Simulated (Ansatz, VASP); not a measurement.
**Ca: VASP beside Ansatz**

```xyz
1
Lattice="0.0000 3.0355 2.3677 3.0355 0.0000 2.3677 3.0355 3.0355 0.0000" Properties=species:S:1:pos:R:3 pbc="T T T"
Ca    0.0000    0.0000    0.0000
```

Alike in both runs: task single point; functional PBEsol; k mesh 16 × 16 × 16; occupations gaussian, width 0.15 eV; no spin polarisation.

```csv
,VASP,Ansatz
version,VASP 6.6.1,Ansatz 0.2.0
potentials or method,"VASP PAW PBE potentials, release 64 (Ca_sv), cutoff 520 eV","scalar-relativistic, plane waves, PAW"
valence electrons in the cell,10,10
```

|  | VASP | Ansatz | Ansatz less VASP |
| --- | --- | --- | --- |
| gap on the k mesh at the Fermi level (eV) | none | none | - |
| pressure (GPa) | -1.2 | -1.2 | -0.01 |
| traceless stress, the component that is largest in VASP (GPa) | 0.16 | 0.16 | -0.004 |

VASP's potentials were made for PBE, not for PBEsol. A gap of «none» marks a metal or a gap that the smearing closes.
